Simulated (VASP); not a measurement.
# In3GaN4 (P6_3mc) in VASP: notebook

Runs on In3GaN4. Level: PBEsol. Tasks: single point.

Everything below comes from runs of VASP 6.6.1. Logs are shortened: lines on timing, memory, paths and dates and some standing lists are left out, and cuts for length are marked.

### Step 1. The cell of the first run

Symmetry: P6_3mc, No. 186, hexagonal system. Conventional cell: a = 6.971 Å, b = 6.971 Å, c = 5.668 Å, α = 90.00°, β = 90.00°, γ = 120.00°. Within 2.9 Å of In (site symmetry m) lie 4 N at 2.16 to 2.19 Å. Within 2.6 Å of Ga (site symmetry 3m) lie 4 N at 1.97 to 2.00 Å. N (site symmetry m) has 1 Ga at 2.00 Å and 3 In at 2.19 Å within 2.6 Å. Within 2.6 Å of N (site symmetry 3m) lie 1 Ga at 1.97 Å and 3 In at 2.16 Å.

### Step 2. Single point, PBEsol

Contents of INCAR:

```
PREC = Accurate
ENCUT = 520
EDIFF = 1E-7
ISMEAR = 0
SIGMA = 0.1
LREAL = Auto
LASPH = True
NELM = 100
ALGO = Normal
ISIF = 2
LWAVE = False
LCHARG = False
GGA = PS
NBANDS = 86
```

Contents of KPOINTS:

```
Automatic mesh
0
Gamma
  3 3 4
```

Contents of POSCAR:

```
In3GaN4
1.0
    6.9714699473      0.0000000000      0.0000000000
   -3.4857349736      6.0374700761      0.0000000000
    0.0000000000      0.0000000000      5.6681000000
In Ga N
6 2 8
Direct
    0.1696090000      0.8303910000      0.4990800000
    0.6607820000      0.8303910000      0.4990800000
    0.1696090000      0.3392180000      0.4990800000
    0.8303910000      0.6607820000      0.9990800000
    0.3392180000      0.1696090000      0.9990800000
    0.8303910000      0.1696090000      0.9990800000
    0.6666666700      0.3333333300      0.4993840000
    0.3333333300      0.6666666700      0.9993840000
    0.1769595000      0.8230405000      0.8857690000
    0.6460810000      0.8230405000      0.8857690000
    0.1769595000      0.3539190000      0.8857690000
    0.6666666700      0.3333333300      0.8460690000
    0.3333333300      0.6666666700      0.3460690000
    0.8230405000      0.6460810000      0.3857690000
    0.3539190000      0.1769595000      0.3857690000
    0.8230405000      0.1769595000      0.3857690000
```

Potentials or basis: VASP PAW PBE potentials, release 64 (In_d, Ga_d, N).

The run is started by

```sh
> cat potpaw_PBE.64/In_d/POTCAR potpaw_PBE.64/Ga_d/POTCAR potpaw_PBE.64/N/POTCAR > POTCAR
> mpirun -np 1 vasp_std > vasp.out
```

OUTCAR:

```text
PREC = Accurate
   ENCUT = 520
   EDIFF = 1E-7
   ISMEAR = 0
   LREAL = Auto
   LASPH = True
   NELM = 100
   ISIF = 2
   GGA = PS

 ion  position               nearest neighbor table
   1  0.170  0.830  0.499-  13 2.16  15 2.19  14 2.19   9 2.19   3 3.42   2 3.42   8 3.45   8 3.46
                             5 3.50   5 3.50   4 3.50   4 3.50   3 3.55   2 3.55
   2  0.661  0.830  0.499-  13 2.16  14 2.19  16 2.19  10 2.19   1 3.42   3 3.42   8 3.45   8 3.46
                             4 3.50   4 3.50   6 3.50   6 3.50   1 3.55   3 3.55
   3  0.170  0.339  0.499-  13 2.16  15 2.19  16 2.19  11 2.19   1 3.42   2 3.42   8 3.45   8 3.46
                             5 3.50   5 3.50   6 3.50   6 3.50   1 3.55   2 3.55
   4  0.830  0.661  0.999-  12 2.16  10 2.19   9 2.19  14 2.19   6 3.42   5 3.42   7 3.45   7 3.46
                             2 3.50   2 3.50   1 3.50   1 3.50   6 3.55   5 3.55
   5  0.339  0.170  0.999-  12 2.16  11 2.19   9 2.19  15 2.19   6 3.42   4 3.42   7 3.45   7 3.46
                             3 3.50   3 3.50   1 3.50   1 3.50   6 3.55   4 3.55
   6  0.830  0.170  0.999-  12 2.16  10 2.19  11 2.19  16 2.19   4 3.42   5 3.42   7 3.45   7 3.46
                             2 3.50   2 3.50   3 3.50   3 3.50   4 3.55   5 3.55
   7  0.667  0.333  0.499-  12 1.97  16 2.00  14 2.00  15 2.00   6 3.45   4 3.45   5 3.45   6 3.46
                             4 3.46   5 3.46
   8  0.333  0.667  0.999-  13 1.97   9 2.00  11 2.00  10 2.00   1 3.45   3 3.45   2 3.45   1 3.46
                             3 3.46   2 3.46
   9  0.177  0.823  0.886-   8 2.00   5 2.19   4 2.19   1 2.19
  10  0.646  0.823  0.886-   8 2.00   4 2.19   6 2.19   2 2.19
  11  0.177  0.354  0.886-   8 2.00   5 2.19   6 2.19   3 2.19
  12  0.667  0.333  0.846-   7 1.97   6 2.16   4 2.16   5 2.16
  13  0.333  0.667  0.346-   8 1.97   1 2.16   3 2.16   2 2.16
  14  0.823  0.646  0.386-   7 2.00   2 2.19   1 2.19   4 2.19
  15  0.354  0.177  0.386-   7 2.00   3 2.19   1 2.19   5 2.19
  16  0.823  0.177  0.386-   7 2.00   2 2.19   3 2.19   6 2.19

  LATTYP: Found a hexagonal cell.
 ALAT       =     6.9714699473
 C/A-ratio  =     0.8130423057

  Lattice vectors:

 A1 = (   6.9714699473,   0.0000000000,   0.0000000000)
 A2 = (  -3.4857349736,   6.0374700761,   0.0000000000)
 A3 = (   0.0000000000,   0.0000000000,   5.6681000000)

Analysis of symmetry for initial positions (statically):
=====================================================================
 Subroutine PRICEL returns:
 Original cell was already a primitive cell.

 Routine SETGRP: Setting up the symmetry group for a
 hexagonal supercell.

 Subroutine GETGRP returns: Found 12 space group operations
 (whereof  6 operations were pure point group operations)
 out of a pool of 24 trial point group operations.

The static configuration has the point symmetry C_3v.
 The point group associated with its full space group is C_6v.

Analysis of symmetry for dynamics (positions and initial velocities):
=====================================================================
 Subroutine PRICEL returns:
 Original cell was already a primitive cell.

 Routine SETGRP: Setting up the symmetry group for a
 hexagonal supercell.

 Subroutine GETGRP returns: Found 12 space group operations
 (whereof  6 operations were pure point group operations)
 out of a pool of 24 trial point group operations.

The dynamic configuration has the point symmetry C_3v.
 The point group associated with its full space group is C_6v.

 Subroutine INISYM returns: Found 12 space group operations
 (whereof  6 operations are pure point group operations),
 and found     1 'primitive' translations

----------------------------------------------------------------------------------------

                                     Primitive cell

  volume of cell :     238.5706

  direct lattice vectors                    reciprocal lattice vectors
     6.971469947  0.000000000  0.000000000     0.143441772  0.082816145  0.000000000
    -3.485734974  6.037470076  0.000000000     0.000000000  0.165632291  0.000000000
     0.000000000  0.000000000  5.668100000     0.000000000  0.000000000  0.176425963

  length of vectors
     6.971469947  6.971469947  5.668100000     0.165632291  0.165632291  0.176425963

  position of ions in fractional coordinates (direct lattice)
     0.169609000  0.830391000  0.499080000
     0.660782000  0.830391000  0.499080000
     0.169609000  0.339218000  0.499080000
     0.830391000  0.660782000  0.999080000
     0.339218000  0.169609000  0.999080000
     0.830391000  0.169609000  0.999080000
[... 8 lines left out ...]
     0.353919000  0.176959500  0.385769000
     0.823040500  0.176959500  0.385769000

  ion indices of the primitive-cell ions
   primitive index   ion index
                 1           1
                 2           2
                 3           3
                 4           4
                 5           5
                 6           6
[... 8 lines left out ...]
                15          15
                16          16

----------------------------------------------------------------------------------------

 KPOINTS: Automatic mesh

Automatic generation of k-mesh.
 Grid dimensions read from file:
 generate k-points for:    3    3    4

 Generating k-lattice:

  Cartesian coordinates                     Fractional coordinates (reciprocal lattice)
     0.047813924  0.027605382  0.000000000     0.333333333  0.000000000  0.000000000
     0.000000000  0.055210764  0.000000000     0.000000000  0.333333333  0.000000000
     0.000000000  0.000000000  0.044106491     0.000000000  0.000000000  0.250000000

  Length of vectors
     0.055210764  0.055210764  0.044106491

  Shift w.r.t. Gamma in fractional coordinates (k-lattice)
     0.000000000  0.000000000  0.000000000

 Subroutine IBZKPT returns following result:
 ===========================================

 Found      9 irreducible k-points:

 Following reciprocal coordinates:
            Coordinates               Weight
  0.000000  0.000000  0.000000      1.000000
  0.333333  0.000000  0.000000      6.000000
  0.333333  0.333333  0.000000      2.000000
  0.000000  0.000000  0.250000      2.000000
  0.333333  0.000000  0.250000     12.000000
  0.333333  0.333333  0.250000      4.000000
  0.000000  0.000000  0.500000      1.000000
  0.333333  0.000000  0.500000      6.000000
  0.333333  0.333333  0.500000      2.000000
   k-points           NKPTS =      9   k-points in BZ     NKDIM =      9   number of bands    NBANDS=     86
   number of dos      NEDOS =    301   number of ions     NIONS =     16
   total plane-waves  NPLWV = 122472
   dimension x,y,z NGX =    54 NGY =   54 NGZ =   42
   dimension x,y,z NGXF=   108 NGYF=  108 NGZF=   84
   ions per type =               6   2   8
   NGX,Y,Z   is equivalent  to a cutoff of  12.88, 12.88, 12.32 a.u.
   NGXF,Y,Z  is equivalent  to a cutoff of  25.75, 25.75, 24.64 a.u.
 SYSTEM =  unknown system
   PREC   = accura    normal or accurate (medium, high low for compatibility)
   ISTART =      0    job   : 0-new  1-cont  2-samecut
   ICHARG =      2    charge: 1-file 2-atom 10-const
   ISPIN  =      1    spin polarized calculation?
   LNONCOLLINEAR =      F non collinear calculations
   LSORBIT =      F    spin-orbit coupling
   LASPH  =      T    aspherical Exc in radial PAW
   ENCUT  =  520.0 eV  38.22 Ry    6.18 a.u.  12.96 12.96 10.54*2*pi/ulx,y,z
   NELM   =    100;   NELMIN=  2; NELMDL= -5     # of ELM steps
   EDIFF  = 0.1E-06   stopping-criterion for ELM
   LREAL  =      T    real-space projection
   EDIFFG = 0.1E-05   stopping-criterion for IOM
   NSW    =      0    number of steps for IOM
   IBRION =     -1    ionic relax: 0-MD 1-quasi-New 2-CG
   NFREE  =      0    steps in history (QN), initial steepest desc. (CG)
   ISIF   =      2    stress and relaxation
   ISYM   =      2    0-nonsym 1-usesym 2-fastsym
   POTIM  = 0.5000    time-step for ionic-motion
   TEBEG  =    0.0;   TEEND  =   0.0 temperature during run
   PSTRESS=    0.0 pullay stress
   NELECT =     144.0000    total number of electrons
   NUPDOWN=      -1.0000    fix difference up-down
   EMIN   =  10.00;   EMAX   =-10.00  energy-range for DOS
   EFERMI =   0.00;   METHOD = LEGACY
   ISMEAR =     0;   SIGMA  =   0.10  broadening in eV -4-tet -1-fermi 0-gaus
   EFERMI_NEDOS =   21; number of points for ismear=-14 and -15
   IALGO  =     38    algorithm
   IMIX   =      4    mixing-type and parameters
     AMIX     =   0.40;   BMIX     =  1.00
     AMIX_MAG =   1.60;   BMIX_MAG =  1.00
  volume/ion in A,a.u.               =      14.91       100.62
  Fermi-wavevector in a.u.,A,eV,Ry     =   1.383535  2.614501 26.043839  1.914168
  Thomas-Fermi vector in A             =   2.508123
   LORBIT       =      0    0 simple, 1 ext, 2 COOP (PROOUT), +10 PAW based schemes
   GGA     = PS    functional components
   LHFCALC =     F    Hartree Fock is set to
   AEXX    =    0.0000 exact exchange contribution
   IVDW    =     0    specifies the selected vdW correction
   LEPSILON=     F    determine dielectric tensor
   LRPA    =     F    only Hartree local field effects (RPA)
 non-spin polarized calculation
 Gauss-broadening in eV      SIGMA  =   0.10
  energy-cutoff  :      520.00
  volume of cell :      238.57
 maximum number of plane-waves:      6453
 NGX is ok and might be reduce to    54
   NGX = 25   NGY = 25   NGZ = 21

 number of electron     143.9999989 magnetization

 Free energy of the ion-electron system (eV)
  ---------------------------------------------------
  ext. energy  EPLUGINS =         0.00000000
  ---------------------------------------------------
  free energy    TOTEN  =       -95.26782709 eV

  energy without entropy =      -95.26298483  energy(sigma->0) =      -95.26540596

 E-fermi :   5.8168     XC(G=0): -10.9943

 val. band max:        5.7938719482   @ k =   0.0000   0.0000   0.0000
 cond. band min:       7.1548305916   @ k =   0.0000   0.0000   0.2500
 fundamental gap:      1.3609586434
 Fermi energy:         5.8168341371

 k-point     1 :       0.0000    0.0000    0.0000
  band No.  band energies     occupation
      1      -9.0269      2.00000
      2      -8.9450      2.00000
      3      -8.8532      2.00000
      4      -8.8448      2.00000
      5      -8.8106      2.00000
      6      -8.8106      2.00000
[... 76 lines left out ...]
     83      11.1933      0.00000
     84      12.1681      0.00000

 k-point     2 :       0.3333    0.0000    0.0000
  band No.  band energies     occupation
      1      -8.9836      2.00000
      2      -8.9330      2.00000
      3      -8.8535      2.00000
      4      -8.8487      2.00000
      5      -8.8050      2.00000
      6      -8.8004      2.00000
[... 598 lines left out ...]
     83      12.1832      0.00000
     84      12.1835      0.00000

 k-point     9 :       0.3333    0.3333    0.5000
  band No.  band energies     occupation
      1      -8.9443      2.00000
      2      -8.9443      2.00000
      3      -8.7672      2.00000
      4      -8.7672      2.00000
      5      -8.7174      2.00000
      6      -8.7174      2.00000
[... 76 lines left out ...]
     83      11.7882      0.00000
     84      11.7882      0.00000
 [bands above 84 left out]

------------------------ aborting loop because EDIFF is reached ----------------------------------------

  FORCE on cell =-STRESS in cart. coord.  units (eV):
  Direction    XX          YY          ZZ          XY          YZ          ZX
  --------------------------------------------------------------------------------------
  -------------------------------------------------------------------------------------
  Total       -7.3329813     -7.3329813     -7.6409459     -0.0000000      0.0000000      0.0000000
  in kB      -49.2463790    -49.2463790    -51.3145891     -0.0000000      0.0000000      0.0000000
  external PRESSURE =     -49.9357824 kB  Pullay stress =       0.0000000 kB

 VOLUME and BASIS-vectors are now :
 -----------------------------------------------------------------------------
  energy-cutoff  :      520.00
  volume of cell :      238.57
      direct lattice vectors                 reciprocal lattice vectors
     6.971469947  0.000000000  0.000000000     0.143441772  0.082816145  0.000000000
    -3.485734974  6.037470076  0.000000000     0.000000000  0.165632291  0.000000000
     0.000000000  0.000000000  5.668100000     0.000000000  0.000000000  0.176425963

 POSITION                                       TOTAL-FORCE (eV/Angst)
 -----------------------------------------------------------------------------------
     -1.71210      5.01346      2.82884         0.016994     -0.009812     -0.030808
      1.71210      5.01346      2.82884        -0.016994     -0.009812     -0.030808
      0.00000      2.04802      2.82884         0.000000      0.019623     -0.030808
      3.48573      3.98945      5.66289        -0.000000     -0.019623     -0.030808
      1.77364      1.02401      5.66289         0.016994      0.009812     -0.030808
      5.19783      1.02401      5.66289        -0.016994      0.009812     -0.030808
[... 8 lines left out ...]
      1.85050      1.06839      2.18658        -0.013455     -0.007768      0.004236
      5.12097      1.06839      2.18658         0.013455     -0.007768      0.004236
 -----------------------------------------------------------------------------------
    total drift:                               -0.000101      0.000059      0.083027

  FREE ENERGIE OF THE ION-ELECTRON SYSTEM (eV)
  ---------------------------------------------------
  free  energy   TOTEN  =       -95.2678270888 eV

  energy  without entropy=      -95.2629848323  energy(sigma->0) =      -95.26540596
```

Run time: 7.1 min. Hardware: 1 thread of Intel Xeon Platinum 8259CL at 2.50GHz (Skylake/Cascade Lake), shared host; peak memory 0.41 GiB.

What came out:

```
Free energy            : -95.2678 eV
Pressure               : -5.0 GPa
Largest force          : 0.064 eV/Å
Band gap on the k mesh : zero (filled and empty bands touch)
```

Forces on the atoms (eV/Å):
```
In   0.017 -0.010 -0.031
In  -0.017 -0.010 -0.031
In   0.000  0.020 -0.031
In   0.000 -0.020 -0.031
In   0.017  0.010 -0.031
In  -0.017  0.010 -0.031
Ga   0.000  0.000  0.016
Ga   0.000  0.000  0.016
N   -0.013  0.008  0.004
N    0.013  0.008  0.004
N    0.000 -0.016  0.004
N    0.000  0.000  0.064
N    0.000  0.000  0.064
N    0.000  0.016  0.004
N   -0.013 -0.008  0.004
N    0.013 -0.008  0.004
```

Caveat: the PAW data sets were made with another functional, which shifts forces and pressure a little; spin-orbit coupling is left out, which moves the levels of the heavy elements.

[end of part 1 of 2]
